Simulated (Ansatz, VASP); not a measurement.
InP: VASP beside Ansatz

INCAR

```
SYSTEM = InP
PREC = Accurate
ENCUT = 520
EDIFF = 1E-6
ISMEAR = 0
SIGMA = 0.05
LREAL = .False.
LASPH = .True.
NELM = 100
ALGO = Normal
ISIF = 2
LWAVE = .False.
LCHARG = .False.
LDIPOL = .True.
IDIPOL = 3
DIPOL = 0.5 0.5 0.500
GGA = PS
NBANDS = 76
```

File KPOINTS:

```
Automatic mesh
0
Gamma
  8 6 1
  0 0 0
```

The input POSCAR:

```
InP
1.0
    4.1565024010      0.0000000000      0.0000000000
    0.0000000000      5.8781820676      0.0000000000
    0.0000000000      0.0000000000     27.4695072031
In P
7 7
Direct
    0.5000000000      0.5000000000      0.2730300163
    0.0000000000      0.0000000000      0.3486866775
    0.5000000000      0.5000000000      0.4243433388
    0.0000000000      0.0000000000      0.5000000000
    0.5000000000      0.5000000000      0.5756566612
    0.0000000000      0.0000000000      0.6513133225
    0.5000000000      0.5000000000      0.7269699837
    0.0000000000      0.7500000000      0.2730300163
    0.5000000000      0.2500000000      0.3486866775
    0.0000000000      0.7500000000      0.4243433388
    0.5000000000      0.2500000000      0.5000000000
    0.0000000000      0.7500000000      0.5756566612
    0.5000000000      0.2500000000      0.6513133225
    0.0000000000      0.7500000000      0.7269699837
```

Input for Ansatz:

```yaml
crystal:
  lattice:
    - [4.156502401, 0.0, 0.0]
    - [0.0, 5.8781820676, 0.0]
    - [0.0, 0.0, 27.4695072031]
  atoms:
    - { symbol: In, position: [0.5, 0.5, 0.2730300163] }
    - { symbol: P, position: [0.0, 0.75, 0.2730300163] }
    - { symbol: In, position: [0.0, 0.0, 0.3486866775] }
    - { symbol: P, position: [0.5, 0.25, 0.3486866775] }
    - { symbol: In, position: [0.5, 0.5, 0.4243433388] }
    - { symbol: P, position: [0.0, 0.75, 0.4243433388] }
    - { symbol: In, position: [0.0, 0.0, 0.5] }
    - { symbol: P, position: [0.5, 0.25, 0.5] }
    - { symbol: In, position: [0.5, 0.5, 0.5756566612] }
    - { symbol: P, position: [0.0, 0.75, 0.5756566612] }
    - { symbol: In, position: [0.0, 0.0, 0.6513133225] }
    - { symbol: P, position: [0.5, 0.25, 0.6513133225] }
    - { symbol: In, position: [0.5, 0.5, 0.7269699837] }
    - { symbol: P, position: [0.0, 0.75, 0.7269699837] }
basis:
  ecutwfc: 420
kpoints:
  mp_grid: { grid: [8, 6, 1] }
hamiltonian:
  xc: pbesol
scf:
  occupations: { method: gaussian, width: 0.05 }
output:
  forces: true
  stress: true
  eigenvalues: true
  write_density: true
  write_potential: true
  elf: true
  volumetric_format: npy
efield:
  axis: 3
  dipole_correction: true
```

Alike in both runs: task single point; functional PBEsol; k mesh 8 × 6 × 1; occupations gaussian, width 0.05 eV; no spin polarisation.

|  | VASP | Ansatz |
| --- | --- | --- |
| version | VASP 6.6.1 | Ansatz 0.2.0 |
| potentials or method | VASP PAW PBE potentials, release 64 (In_d, P), cutoff 520 eV | scalar-relativistic, plane waves, PAW |
| valence electrons in the cell | 126 | 126 |

```tsv
	VASP	Ansatz	Ansatz less VASP
gap on the k mesh at the Fermi level (eV)	0.35	0.35	0.000
least direct gap on the mesh (eV)	0.39	0.39	0.000
rms of the force components (eV/Å)	0.462	0.459	-0.0028
```

VASP's potentials were made for PBE, not for PBEsol. The functional is the same, so the differences come from potentials, cutoffs and numerics. Ansatz's warnings: xc potential rough in thin density.
